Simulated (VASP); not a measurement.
# GdO (P-6m2) in VASP: notebook

The runs below take GdO through single point, with LDA+U.

Everything below comes from runs of VASP 6.6.1. Logs are shortened: lines on timing, memory, paths and dates and some standing lists are left out, and cuts for length are marked.

### Step 1. The cell of the first run

It takes space group P-6m2 (No. 187, hexagonal). Conventional cell: a = 3.113 Å, b = 3.113 Å, c = 3.038 Å, α = 90.00°, β = 90.00°, γ = 120.00°. Gd (site symmetry -6m2) has 6 O at 2.35 Å and 8 Gd at 3.04 to 3.11 Å within 3.2 Å. Within 3.2 Å of O (site symmetry -6m2) lie 6 Gd at 2.35 Å and 8 O at 3.04 to 3.11 Å.

### Step 2. Single point, LDA+U, collinear spin, ferromagnetic start

INCAR reads:

```
ALGO = Normal ; EDIFF = 1E-6
ENCUT = 520 ; GGA = CA
ISIF = 2 ; ISMEAR = -1
ISPIN = 2 ; LASPH = True
LCHARG = False ; LDAU = True
LDAUJ = 0 0 ; LDAUL = 3 -1
LDAUPRINT = 1 ; LDAUTYPE = 2
LDAUU = 6 0 ; LMAXMIX = 6
LORBIT = 11 ; LREAL = False
LWAVE = False ; MAGMOM = 7 0
NBANDS = 23 ; NELM = 150
PREC = Accurate ; SIGMA = 0.05
```

KPOINTS reads:

```
k-points
0
Gamma
  10 10 9
```

POSCAR reads:

```
GdO
1.0
    3.1132995800      0.0000000000      0.0000000000
   -1.5566497900      2.6961965200      0.0000000000
    0.0000000000      0.0000000000      3.0384261400
Gd O
1 1
Direct
    0.0000000000      0.0000000000      0.0000000000
    0.6666666667      0.3333333333      0.5000000000
```

Potentials or basis: VASP PAW PBE potentials, release 64 (Gd, O).

Command:

```console
$ cat potpaw_PBE.64/Gd/POTCAR potpaw_PBE.64/O/POTCAR > POTCAR
$ mpirun -np 1 vasp_std > vasp.out
```

OUTCAR:

```text
EDIFF = 1E-6
   ENCUT = 520
   GGA = CA
   ISIF = 2
   ISMEAR = -1
   ISPIN = 2
   LASPH = True
   LORBIT = 11
   LREAL = False
   NELM = 150
   PREC = Accurate

 ion  position               nearest neighbor table
   1  0.000  0.000  0.000-   2 2.35   2 2.35   2 2.35   2 2.35   2 2.35   2 2.35
   2  0.667  0.333  0.500-   1 2.35   1 2.35   1 2.35   1 2.35   1 2.35   1 2.35

  LATTYP: Found a hexagonal cell.
 ALAT       =     3.1132995800
 C/A-ratio  =     0.9759504545

  Lattice vectors:

 A1 = (   3.1132995800,   0.0000000000,   0.0000000000)
 A2 = (  -1.5566497900,   2.6961965200,   0.0000000000)
 A3 = (   0.0000000000,   0.0000000000,   3.0384261400)

Analysis of symmetry for initial positions (statically):
=====================================================================
 Subroutine PRICEL returns:
 Original cell was already a primitive cell.

 Routine SETGRP: Setting up the symmetry group for a
 hexagonal supercell.

 Subroutine GETGRP returns: Found 12 space group operations
 (whereof 12 operations were pure point group operations)
 out of a pool of 24 trial point group operations.

The static configuration has the point symmetry D_3h.

Analysis of symmetry for dynamics (positions and initial velocities):
=====================================================================
 Subroutine PRICEL returns:
 Original cell was already a primitive cell.

 Routine SETGRP: Setting up the symmetry group for a
 hexagonal supercell.

 Subroutine GETGRP returns: Found 12 space group operations
 (whereof 12 operations were pure point group operations)
 out of a pool of 24 trial point group operations.

The dynamic configuration has the point symmetry D_3h.

Analysis of structural, dynamic, and magnetic symmetry:
=====================================================================
 Subroutine PRICEL returns:
 Original cell was already a primitive cell.

 Routine SETGRP: Setting up the symmetry group for a
 hexagonal supercell.

 Subroutine GETGRP returns: Found 12 space group operations
 (whereof 12 operations were pure point group operations)
 out of a pool of 24 trial point group operations.

The overall configuration has the point symmetry D_3h.

 Subroutine INISYM returns: Found 12 space group operations
 (whereof 12 operations are pure point group operations),
 and found     1 'primitive' translations

----------------------------------------------------------------------------------------

                                     Primitive cell

  volume of cell :      25.5048

  direct lattice vectors                    reciprocal lattice vectors
     3.113299580  0.000000000  0.000000000     0.321202626  0.185446423  0.000000000
    -1.556649790  2.696196520  0.000000000     0.000000000  0.370892846  0.000000000
     0.000000000  0.000000000  3.038426140     0.000000000  0.000000000  0.329117758

  length of vectors
     3.113299580  3.113299575  3.038426140     0.370892845  0.370892846  0.329117758

  position of ions in fractional coordinates (direct lattice)
[... 108 lines left out ...]
   GGA     = CA    functional components
   LHFCALC =     F    Hartree Fock is set to
   AEXX    =    0.0000 exact exchange contribution
   IVDW    =     0    specifies the selected vdW correction
   LEPSILON=     F    determine dielectric tensor
   LRPA    =     F    only Hartree local field effects (RPA)
 spin polarized calculation
  energy-cutoff  :      520.00
  volume of cell :       25.50
 maximum number of plane-waves:       701
 NGX is ok and might be reduce to    24
   NGX = 11   NGY = 11   NGZ = 11

atom =   1  type =  1  l = 3

 onsite density matrix

spin component  1

  0.9915 -0.0000 -0.0000 -0.0000  0.0000  0.0000  0.0000
 -0.0000  0.9941  0.0000  0.0000  0.0000  0.0000  0.0000
 -0.0000  0.0000  0.9916 -0.0000 -0.0000 -0.0000 -0.0000
 -0.0000  0.0000 -0.0000  0.9908 -0.0000 -0.0000 -0.0000
  0.0000  0.0000 -0.0000 -0.0000  0.9916  0.0000 -0.0000
  0.0000  0.0000 -0.0000 -0.0000  0.0000  0.9941 -0.0000
  0.0000  0.0000 -0.0000 -0.0000 -0.0000 -0.0000  0.9889

spin component  2

  0.0065 -0.0000 -0.0000 -0.0000 -0.0000  0.0000  0.0000
 -0.0000  0.0099  0.0000 -0.0000 -0.0000 -0.0000 -0.0000
 -0.0000  0.0000  0.0074 -0.0000  0.0000 -0.0000  0.0000
 -0.0000 -0.0000 -0.0000  0.0072  0.0000 -0.0000  0.0000
 -0.0000 -0.0000  0.0000  0.0000  0.0074 -0.0000 -0.0000
  0.0000 -0.0000 -0.0000 -0.0000 -0.0000  0.0099 -0.0000
  0.0000 -0.0000  0.0000  0.0000 -0.0000 -0.0000  0.0035

 occupancies and eigenvectors

  o =  0.0035  v =  0.0000  0.0000  0.0000  0.0000  0.0000  0.0000  0.0000 -0.0000  0.0000 -0.0000 -0.0000  0.0000  0.0000  1.0000      0.0000  0.0000  0.0000  0.0000  0.0000  0.0000  0.0000  0.0000  0.0000  0.0000  0.0000  0.0000  0.0000  0.0000
  o =  0.0065  v =  0.0000  0.0000  0.0000  0.0000  0.0000  0.0000  0.0000  1.0000  0.0000  0.0000  0.0000  0.0000 -0.0000  0.0000      0.0000  0.0000  0.0000  0.0000  0.0000  0.0000  0.0000  0.0000  0.0000  0.0000  0.0000  0.0000  0.0000  0.0000
  o =  0.0072  v =  0.0000  0.0000  0.0000  0.0000  0.0000  0.0000  0.0000  0.0000 -0.0000 -0.0000 -1.0000  0.0000 -0.0000 -0.0000      0.0000  0.0000  0.0000  0.0000  0.0000  0.0000  0.0000  0.0000  0.0000  0.0000  0.0000  0.0000  0.0000  0.0000
  o =  0.0074  v =  0.0000  0.0000  0.0000  0.0000  0.0000  0.0000  0.0000  0.0000  0.0000 -1.0000  0.0000  0.0000 -0.0000 -0.0000      0.0000  0.0000  0.0000  0.0000  0.0000  0.0000  0.0000  0.0000  0.0000  0.0000  0.0000  0.0000  0.0000  0.0000
  o =  0.0074  v =  0.0000  0.0000  0.0000  0.0000  0.0000  0.0000  0.0000  0.0000 -0.0000 -0.0000 -0.0000 -1.0000 -0.0000  0.0000      0.0000  0.0000  0.0000  0.0000  0.0000  0.0000  0.0000  0.0000  0.0000  0.0000  0.0000  0.0000  0.0000  0.0000
  o =  0.0099  v =  0.0000  0.0000  0.0000  0.0000  0.0000  0.0000  0.0000  0.0000 -1.0000 -0.0000  0.0000  0.0000 -0.0014 -0.0000      0.0000  0.0000  0.0000  0.0000  0.0000  0.0000  0.0000  0.0000  0.0000  0.0000  0.0000  0.0000  0.0000  0.0000
  o =  0.0099  v =  0.0000  0.0000  0.0000  0.0000  0.0000  0.0000  0.0000 -0.0000  0.0014  0.0000  0.0000  0.0000 -1.0000  0.0000      0.0000  0.0000  0.0000  0.0000  0.0000  0.0000  0.0000  0.0000  0.0000  0.0000  0.0000  0.0000  0.0000  0.0000
  o =  0.9889  v =  0.0000 -0.0000 -0.0000 -0.0000 -0.0000 -0.0000 -1.0000  0.0000  0.0000  0.0000  0.0000  0.0000  0.0000  0.0000      0.0000  0.0000  0.0000  0.0000  0.0000  0.0000  0.0000  0.0000  0.0000  0.0000  0.0000  0.0000  0.0000  0.0000
  o =  0.9908  v = -0.0000 -0.0000  0.0000  1.0000  0.0000  0.0000 -0.0000  0.0000  0.0000  0.0000  0.0000  0.0000  0.0000  0.0000      0.0000  0.0000  0.0000  0.0000  0.0000  0.0000  0.0000  0.0000  0.0000  0.0000  0.0000  0.0000  0.0000  0.0000
  o =  0.9915  v =  1.0000  0.0000  0.0000  0.0000 -0.0000 -0.0000  0.0000  0.0000  0.0000  0.0000  0.0000  0.0000  0.0000  0.0000      0.0000  0.0000  0.0000  0.0000  0.0000  0.0000  0.0000  0.0000  0.0000  0.0000  0.0000  0.0000  0.0000  0.0000
  o =  0.9916  v =  0.0000 -0.0000 -1.0000  0.0000 -0.0000 -0.0000  0.0000  0.0000  0.0000  0.0000  0.0000  0.0000  0.0000  0.0000      0.0000  0.0000  0.0000  0.0000  0.0000  0.0000  0.0000  0.0000  0.0000  0.0000  0.0000  0.0000  0.0000  0.0000
  o =  0.9916  v =  0.0000 -0.0000 -0.0000 -0.0000  1.0000 -0.0000 -0.0000  0.0000  0.0000  0.0000  0.0000  0.0000  0.0000  0.0000      0.0000  0.0000  0.0000  0.0000  0.0000  0.0000  0.0000  0.0000  0.0000  0.0000  0.0000  0.0000  0.0000  0.0000
  o =  0.9941  v =  0.0000 -0.9890  0.0000 -0.0000 -0.0000  0.1482  0.0000  0.0000  0.0000  0.0000  0.0000  0.0000  0.0000  0.0000      0.0000  0.0000  0.0000  0.0000  0.0000  0.0000  0.0000  0.0000  0.0000  0.0000  0.0000  0.0000  0.0000  0.0000
  o =  0.9941  v = -0.0000 -0.1482  0.0000  0.0000 -0.0000 -0.9890  0.0000  0.0000  0.0000  0.0000  0.0000  0.0000  0.0000  0.0000      0.0000  0.0000  0.0000  0.0000  0.0000  0.0000  0.0000  0.0000  0.0000  0.0000  0.0000  0.0000  0.0000  0.0000

 number of electron      23.9999996 magnetization       7.4427600

 Free energy of the ion-electron system (eV)
  ---------------------------------------------------
  ext. energy  EPLUGINS =         0.00000000
  ---------------------------------------------------
  free energy    TOTEN  =       -22.25420875 eV

  energy without entropy =      -22.24642273  energy(sigma->0) =      -22.25031574

 E-fermi :   6.8954     XC(G=0): -13.0253

 val. band max:        6.8794244342   @ k =   0.3000   0.2000   0.2222
 cond. band min:       6.9252994605   @ k =   0.1000   0.0000   0.3333
 fundamental gap:      0.0458750262
 Fermi energy:         6.8953981891

 spin component 1

 k-point     1 :       0.0000    0.0000    0.0000
  band No.  band energies     occupation
      1     -38.4718      1.00000
      2     -15.3772      1.00000
      3     -15.1611      1.00000
      4     -15.1611      1.00000
      5     -13.4348      1.00000
      6      -1.1194      1.00000
[... 1241 lines left out ...]
     22      20.9366      0.00000
     23      22.7940      0.00000

 [... further k-points ...]
[... 5 lines left out ...]
  --------------------------------------------------------------------------------------
  -------------------------------------------------------------------------------------
  Total        3.5828251      3.5828250      3.2452515      0.0000000      0.0000000      0.0000000
  in kB      225.0686697    225.0686687    203.8627133      0.0000000      0.0000000      0.0000000
  external PRESSURE =     218.0000173 kB  Pullay stress =       0.0000000 kB

 VOLUME and BASIS-vectors are now :
 -----------------------------------------------------------------------------
  energy-cutoff  :      520.00
  volume of cell :       25.50
      direct lattice vectors                 reciprocal lattice vectors
     3.113299580  0.000000000  0.000000000     0.321202626  0.185446423  0.000000000
    -1.556649790  2.696196520  0.000000000     0.000000000  0.370892846  0.000000000
     0.000000000  0.000000000  3.038426140     0.000000000  0.000000000  0.329117758

 POSITION                                       TOTAL-FORCE (eV/Angst)
 -----------------------------------------------------------------------------------
      0.00000      0.00000      0.00000         0.000000     -0.000000      0.000000
      1.55665      0.89873      1.51921        -0.000000      0.000000      0.000000
 -----------------------------------------------------------------------------------
    total drift:                               -0.000000     -0.000000      0.000000

  FREE ENERGIE OF THE ION-ELECTRON SYSTEM (eV)
  ---------------------------------------------------
  free  energy   TOTEN  =       -22.2542087500 eV

  energy  without entropy=      -22.2464227327  energy(sigma->0) =      -22.25031574

 total charge

# of ion       s       p       d       f       tot
--------------------------------------------------
    1        2.034   5.609   0.816   6.985  15.444
    2        1.548   3.475   0.000   0.000   5.023
--------------------------------------------------
tot          3.582   9.084   0.816   6.985  20.467

 magnetization (x)

# of ion       s       p       d       f       tot
--------------------------------------------------
    1        0.008  -0.043   0.217   6.887   7.069
    2       -0.003  -0.027   0.000   0.000  -0.030
--------------------------------------------------
tot          0.005  -0.070   0.217   6.887   7.039
```

It took 2.4 min on 1 thread of Intel Xeon 8259CL, shared host; peak memory 0.2 GiB.

Results:

| Item | Value |
| --- | --- |
| Free energy | -22.2542 eV |
| Pressure | 21.8 GPa |
| Net moment | 7.44 μB per cell |
| Site moments | Gd +7.07; O -0.03 μB |
| Valence electrons inside the program's atomic spheres | Gd 15.44; O 5.02 |

Levels at points of the mesh, in eV from the Fermi level:
Spin up:
```tsv
k point	band 12	band 13	band 14	band 15	band 16	band 17	band 18	band 19	band 20	band 21
(0.00, 0.00, 0.00)	-7.59	-5.52	-5.52	-4.30	-2.91	0.60	3.34	3.34	6.49	6.49
(0.50, 0.00, 0.00)	-7.56	-7.16	-5.86	-4.49	-2.40	3.39	5.16	5.22	7.39	7.50
```
Spin down:
```csv
k point,band 4,band 5,band 6,band 7,band 8,band 9,band 10,band 11,band 12,band 13
"(0.00, 0.00, 0.00)",-19.76,-19.76,-5.47,-5.47,-4.47,-1.90,0.65,2.83,2.83,2.97
"(0.50, 0.00, 0.00)",-19.60,-17.87,-7.20,-6.07,-4.72,-1.46,2.64,2.75,2.85,3.11
```

Eigenvalues of the final occupation matrices:
```tsv
site	spin	trace	eigenvalues
site 1 f	1	6.94	0.99 0.99 0.99 0.99 0.99 0.99 0.99
site 1 f	2	0.05	0.00 0.01 0.01 0.01 0.01 0.01 0.01
```

Caveat: the cell stands under pressure; the PAW data sets were made with another functional, which shifts forces and pressure a little; spin-orbit coupling is left out, which moves the levels of the heavy elements; a cell with one magnetic atom can't hold antiferromagnetic order, which such compounds often take. The state reached can hang on the start; a lower one may exist.

### Step 3. Single point, LDA+U, collinear spin, ferromagnetic start

INCAR reads:

```
ALGO = Normal
EDIFF = 1E-6
ENCUT = 520
GGA = CA
ISIF = 2
ISMEAR = -1
ISPIN = 2
LASPH = T
LCHARG = T
LDAU = T
LDAUJ = 0 0
LDAUL = 3 -1
LDAUPRINT = 1
LDAUTYPE = 2
LDAUU = 8 0
LELF = T
LMAXMIX = 6
LORBIT = 11
LREAL = F
LVHAR = T
LWAVE = F
MAGMOM = 7 0
NBANDS = 23
NELM = 150
PREC = Accurate
SIGMA = 0.05
```

KPOINTS is that of step 2.

POSCAR is that of step 2.

Potentials or basis: VASP PAW PBE potentials, release 64 (Gd, O).

Command:

```console
$ cat potpaw_PBE.64/Gd/POTCAR potpaw_PBE.64/O/POTCAR > POTCAR
$ mpirun -np 1 vasp_std > vasp.out
```

It took 1.8 min on 1 thread of Intel Xeon 8259CL, shared host; peak memory 0.2 GiB.

The run converged. Its results:

```
Free energy                                           : -22.1555 eV
Pressure                                              : 22.5 GPa
Net moment                                            : 7.48 μB per cell
Site moments                                          : Gd +7.09; O -0.04 μB
Valence electrons inside the program's atomic spheres : Gd 15.45; O 5.02
```

Stress tensor (GPa, compression positive):
```
23.14  0.00  0.00
 0.00 23.14  0.00
 0.00  0.00 21.18
```

Levels at points of the mesh, in eV from the Fermi level:
Spin up:
```
           k point  band 14  band 15  band 16  band 17  band 18  band 19
(0.00, 0.00, 0.00)    -5.55    -4.37    -2.92     0.56     3.33     3.33
(0.50, 0.00, 0.00)    -5.96    -4.56    -2.42     3.38     5.13     5.22
```
Spin down:
```
           k point  band 4  band 5  band 6  band 7  band 8  band 9  band 10  band 11  band 12  band 13
(0.00, 0.00, 0.00)  -19.75  -19.75   -5.46   -5.46   -4.45   -1.89     0.86     3.59     3.59     3.97
(0.50, 0.00, 0.00)  -19.59  -17.86   -7.19   -6.06   -4.69   -1.44     3.51     3.72     3.74     4.01
```

Eigenvalues of the final occupation matrices:
```
    site  spin  trace                         eigenvalues
site 1 f     1   6.95  0.99 0.99 0.99 0.99 0.99 0.99 0.99
site 1 f     2   0.04  0.00 0.00 0.01 0.01 0.01 0.01 0.01
```

Caveat: the cell stands under pressure; the PAW data sets were made with another functional, which shifts forces and pressure a little; spin-orbit coupling is left out, which moves the levels of the heavy elements; a cell with one magnetic atom can't hold antiferromagnetic order, which such compounds often take. The state reached can hang on the start; a lower one may exist.
